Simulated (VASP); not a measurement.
# P (Im-3m) in VASP: a series of runs

Runs on P. Level: LDA. Tasks: single point.

All numbers are computed with VASP 6.6.1; they aren't measurements. Logs are shortened: lines on timing, memory, paths and dates and some standing lists are left out, and cuts for length are marked.

## 1. The cell of the first run

The structure is cubic, space group Im-3m (No. 229). Conventional cell: a = 3.013 Å, b = 3.013 Å, c = 3.013 Å, α = 90.00°, β = 90.00°, γ = 90.00°. Within 3.4 Å of P (site symmetry m-3m) lie 14 P at 2.61 to 3.01 Å.

## 2. Single point, LDA

INCAR reads:

```
SYSTEM = P
PREC = Accurate
ENCUT = 520
EDIFF = 1E-7
ISMEAR = 0
SIGMA = 0.05
LREAL = .FALSE.
LASPH = .TRUE.
NELM = 80
ALGO = Normal
ISIF = 2
LWAVE = .FALSE.
LCHARG = .FALSE.
GGA = CA
NBANDS = 8
```

KPOINTS reads:

```
regular mesh
0
G
  12 12 12
  0 0 0
```

POSCAR reads:

```
P
1.0
    1.5063542323      1.5063542323      1.5063542323
   -1.5063542323      1.5063542323      1.5063542323
   -1.5063542323     -1.5063542323      1.5063542323
P
1
Direct
    0.0000000000      0.0000000000      0.0000000000
```

Potentials or basis: VASP PAW LDA potentials, release 64 (P).

Started as:

```
$ cat potpaw_LDA.64/P/POTCAR > POTCAR
$ mpirun -np 1 vasp_std > vasp.out
```

OUTCAR:

```text
SYSTEM = P
   PREC = Accurate
   ENCUT = 520
   EDIFF = 1E-7
   ISMEAR = 0
   LREAL = .FALSE.
   LASPH = .TRUE.
   NELM = 80
   ISIF = 2
   GGA = CA

 ion  position               nearest neighbor table
   1  0.000  0.000  0.000-

  LATTYP: Found a body centered cubic cell.
 ALAT       =     3.0127084646

  Lattice vectors:

 A1 = (   1.5063542323,  -1.5063542323,  -1.5063542323)
 A2 = (   1.5063542323,   1.5063542323,   1.5063542323)
 A3 = (  -1.5063542323,  -1.5063542323,   1.5063542323)

Analysis of symmetry for initial positions (statically):
=====================================================================
 Subroutine PRICEL returns:
 Original cell was already a primitive cell.

 Routine SETGRP: Setting up the symmetry group for a
 body centered cubic supercell.

 Subroutine GETGRP returns: Found 48 space group operations
 (whereof 48 operations were pure point group operations)
 out of a pool of 48 trial point group operations.

The static configuration has the point symmetry O_h .

Analysis of symmetry for dynamics (positions and initial velocities):
=====================================================================
 Subroutine PRICEL returns:
 Original cell was already a primitive cell.

 Routine SETGRP: Setting up the symmetry group for a
 body centered cubic supercell.

 Subroutine GETGRP returns: Found 48 space group operations
 (whereof 48 operations were pure point group operations)
 out of a pool of 48 trial point group operations.

The dynamic configuration has the point symmetry O_h .

 Subroutine INISYM returns: Found 48 space group operations
 (whereof 48 operations are pure point group operations),
 and found     1 'primitive' translations

----------------------------------------------------------------------------------------

                                     Primitive cell

  volume of cell :      13.6723

  direct lattice vectors                    reciprocal lattice vectors
     1.506354232  1.506354232  1.506354232     0.331927238  0.000000000  0.331927238
    -1.506354232  1.506354232  1.506354232    -0.331927238  0.331927238  0.000000000
    -1.506354232 -1.506354232  1.506354232     0.000000000 -0.331927238  0.331927238

  length of vectors
     2.609082065  2.609082065  2.609082065     0.469416002  0.469416002  0.469416002

  position of ions in fractional coordinates (direct lattice)
     0.000000000  0.000000000  0.000000000

  ion indices of the primitive-cell ions
   primitive index   ion index
                 1           1

----------------------------------------------------------------------------------------

 KPOINTS: regular mesh

Automatic generation of k-mesh.
 Grid dimensions read from file:
 generate k-points for:   12   12   12

 Generating k-lattice:

  Cartesian coordinates                     Fractional coordinates (reciprocal lattice)
     0.027660603  0.000000000  0.027660603     0.083333333  0.000000000  0.000000000
    -0.027660603  0.027660603  0.000000000     0.000000000  0.083333333  0.000000000
     0.000000000 -0.027660603  0.027660603     0.000000000  0.000000000  0.083333333

  Length of vectors
     0.039118000  0.039118000  0.039118000

  Shift w.r.t. Gamma in fractional coordinates (k-lattice)
     0.000000000  0.000000000  0.000000000

 Subroutine IBZKPT returns following result:
 ===========================================

 Found     72 irreducible k-points:

 Following reciprocal coordinates:
            Coordinates               Weight
  0.000000  0.000000  0.000000      1.000000
  0.083333  0.000000  0.000000     12.000000
  0.166667  0.000000  0.000000     12.000000
  0.250000  0.000000  0.000000     12.000000
  0.333333  0.000000  0.000000     12.000000
  0.416667  0.000000  0.000000     12.000000
[... 16 lines left out ...]
  0.333333  0.083333  0.083333     24.000000
  0.416667  0.083333  0.083333     24.000000
 [... further k-points ...]
   k-points           NKPTS =     72   k-points in BZ     NKDIM =     72   number of bands    NBANDS=      8
   number of dos      NEDOS =    301   number of ions     NIONS =      1
   total plane-waves  NPLWV =   8000
   dimension x,y,z NGX =    20 NGY =   20 NGZ =   20
   dimension x,y,z NGXF=    40 NGYF=   40 NGZF=   40
   ions per type =               1
   NGX,Y,Z   is equivalent  to a cutoff of  12.74, 12.74, 12.74 a.u.
   NGXF,Y,Z  is equivalent  to a cutoff of  25.49, 25.49, 25.49 a.u.
 SYSTEM =  P
   PREC   = accura    normal or accurate (medium, high low for compatibility)
   ISTART =      0    job   : 0-new  1-cont  2-samecut
   ICHARG =      2    charge: 1-file 2-atom 10-const
   ISPIN  =      1    spin polarized calculation?
   LNONCOLLINEAR =      F non collinear calculations
   LSORBIT =      F    spin-orbit coupling
   LASPH  =      T    aspherical Exc in radial PAW
   ENCUT  =  520.0 eV  38.22 Ry    6.18 a.u.   4.85  4.85  4.85*2*pi/ulx,y,z
   NELM   =     80;   NELMIN=  2; NELMDL= -5     # of ELM steps
   EDIFF  = 0.1E-06   stopping-criterion for ELM
   LREAL  =      F    real-space projection
   EDIFFG = 0.1E-05   stopping-criterion for IOM
   NSW    =      0    number of steps for IOM
   IBRION =     -1    ionic relax: 0-MD 1-quasi-New 2-CG
   NFREE  =      0    steps in history (QN), initial steepest desc. (CG)
   ISIF   =      2    stress and relaxation
   ISYM   =      2    0-nonsym 1-usesym 2-fastsym
   POTIM  = 0.5000    time-step for ionic-motion
   TEBEG  =    0.0;   TEEND  =   0.0 temperature during run
   PSTRESS=    0.0 pullay stress
   NELECT =       5.0000    total number of electrons
   NUPDOWN=      -1.0000    fix difference up-down
   EMIN   =  10.00;   EMAX   =-10.00  energy-range for DOS
   EFERMI =   0.00;   METHOD = LEGACY
   ISMEAR =     0;   SIGMA  =   0.05  broadening in eV -4-tet -1-fermi 0-gaus
   EFERMI_NEDOS =   21; number of points for ismear=-14 and -15
   IALGO  =     38    algorithm
   IMIX   =      4    mixing-type and parameters
     AMIX     =   0.40;   BMIX     =  1.00
     AMIX_MAG =   1.60;   BMIX_MAG =  1.00
  volume/ion in A,a.u.               =      13.67        92.27
  Fermi-wavevector in a.u.,A,eV,Ry     =   1.170715  2.212330 18.647775  1.370573
  Thomas-Fermi vector in A             =   2.307169
   LORBIT       =      0    0 simple, 1 ext, 2 COOP (PROOUT), +10 PAW based schemes
   GGA     = CA    functional components
   LHFCALC =     F    Hartree Fock is set to
   AEXX    =    0.0000 exact exchange contribution
   IVDW    =     0    specifies the selected vdW correction
   LEPSILON=     F    determine dielectric tensor
   LRPA    =     F    only Hartree local field effects (RPA)
 non-spin polarized calculation
 Gauss-broadening in eV      SIGMA  =   0.05
  energy-cutoff  :      520.00
  volume of cell :       13.67
 maximum number of plane-waves:       380
   NGX =  9   NGY =  9   NGZ =  9

 number of electron       5.0000000 magnetization

 Free energy of the ion-electron system (eV)
  ---------------------------------------------------
  ext. energy  EPLUGINS =         0.00000000
  ---------------------------------------------------
  free energy    TOTEN  =        -5.46857822 eV

  energy without entropy =       -5.46731428  energy(sigma->0) =       -5.46794625

 E-fermi :  10.5071     XC(G=0): -11.8093

 val. band max:       10.4994221937   @ k =   0.3333   0.2500   0.1667
 cond. band min:      10.5664605452   @ k =   0.2500   0.0833   0.0833
 fundamental gap:      0.0670383514
 Fermi energy:        10.5070613742

 k-point     1 :       0.0000    0.0000    0.0000
  band No.  band energies     occupation
      1      -6.2775      2.00000
      2      18.0055      0.00000
      3      18.0055      0.00000
      4      18.0055      0.00000
      5      22.6673      0.00000
      6      22.6673      0.00000
      7      22.6673      0.00000
      8      26.6853      0.00000

 k-point     2 :       0.0833    0.0000    0.0000
  band No.  band energies     occupation
      1      -6.0624      2.00000
      2      16.6321      0.00000
      3      17.2367      0.00000
      4      17.8615      0.00000
      5      22.0727      0.00000
      6      22.8387      0.00000
      7      23.8113      0.00000
      8      25.6425      0.00000

 k-point     3 :       0.1667    0.0000    0.0000
  band No.  band energies     occupation
      1      -5.4191      2.00000
      2      13.7164      0.00000
      3      15.9037      0.00000
      4      17.4677      0.00000
      5      20.8476      0.00000
      6      21.9891      0.00000
      7      25.7220      0.00000
      8      26.2599      0.00000

 k-point     4 :       0.2500    0.0000    0.0000
  band No.  band energies     occupation
      1      -4.3542      2.00000
      2      10.4156      1.99033
      3      14.7112      0.00000
      4      16.9432      0.00000
      5      19.6326      0.00000
      6      20.7160      0.00000
      7      26.8039      0.00000
      8      26.8203      0.00000

 k-point     5 :       0.3333    0.0000    0.0000
  band No.  band energies     occupation
      1      -2.8831      2.00000
      2       7.1936      2.00000
      3      13.8216      0.00000
      4      16.4456      0.00000
      5      18.6838      0.00000
      6      19.7273      0.00000
      7      27.7821      0.00000
      8      28.2087      0.00000
[... 177 lines left out ...]
 k-point    22 :       0.2500    0.0833    0.0833
  band No.  band energies     occupation
      1      -4.1415      2.00000
      2      10.5665      0.09295
      3      13.9076      0.00000
      4      15.9689      0.00000
      5      20.8315      0.00000
      6      20.8523      0.00000
      7      24.1504      0.00000
      8      28.7708      0.00000

 k-point    23 :       0.3333    0.0833    0.0833
  band No.  band energies     occupation
      1      -2.6723      2.00000
      2       7.3749      2.00000
      3      13.0012      0.00000
      4      15.4584      0.00000
      5      19.9038      0.00000
      6      20.3193      0.00000
      7      24.7659      0.00000
      8      30.1730      0.00000

 k-point    24 :       0.4167    0.0833    0.0833
  band No.  band energies     occupation
      1      -0.8492      2.00000
      2       4.4693      2.00000
      3      12.4472      0.00000
      4      15.0735      0.00000
      5      19.3254      0.00000
      6      19.9954      0.00000
      7      25.9906      0.00000
      8      29.4355      0.00000

 [... further k-points ...]

------------------------ aborting loop because EDIFF is reached ----------------------------------------

  FORCE on cell =-STRESS in cart. coord.  units (eV):
  Direction    XX          YY          ZZ          XY          YZ          ZX
  --------------------------------------------------------------------------------------
  -------------------------------------------------------------------------------------
  Total       -0.0101884     -0.0101884     -0.0101884     -0.0000000     -0.0000000     -0.0000000
  in kB       -1.1939193     -1.1939193     -1.1939193     -0.0000000     -0.0000000     -0.0000000
  external PRESSURE =      -1.1939193 kB  Pullay stress =       0.0000000 kB

 VOLUME and BASIS-vectors are now :
 -----------------------------------------------------------------------------
  energy-cutoff  :      520.00
  volume of cell :       13.67
      direct lattice vectors                 reciprocal lattice vectors
     1.506354232  1.506354232  1.506354232     0.331927238  0.000000000  0.331927238
    -1.506354232  1.506354232  1.506354232    -0.331927238  0.331927238  0.000000000
    -1.506354232 -1.506354232  1.506354232     0.000000000 -0.331927238  0.331927238

 POSITION                                       TOTAL-FORCE (eV/Angst)
 -----------------------------------------------------------------------------------
      0.00000      0.00000      0.00000        -0.000000     -0.000000      0.000000
 -----------------------------------------------------------------------------------
    total drift:                               -0.000000     -0.000000     -0.000000

  FREE ENERGIE OF THE ION-ELECTRON SYSTEM (eV)
  ---------------------------------------------------
  free  energy   TOTEN  =        -5.4685782212 eV

  energy  without entropy=       -5.4673142835  energy(sigma->0) =       -5.46794625
```

It took 2.8 s on 1 thread of Intel Xeon 6975P-C (Granite Rapids), shared host; peak memory 0.11 GiB.

What came out:

* Free energy: -5.4686 eV
* Pressure: -0.1 GPa

Levels at points of the mesh, in eV from the Fermi level:
```
           k point  band 1  band 2  band 3  band 4  band 5  band 6
(0.00, 0.00, 0.00)  -16.78    7.50    7.50    7.50   12.16   12.16
(0.50, 0.00, 0.00)  -10.03   -8.13    2.59    5.47    7.39    8.41
(0.50, 0.50, 0.50)   -3.87   -2.66   -2.66   -2.66    2.26    2.26
```

[end of part 1 of 2]
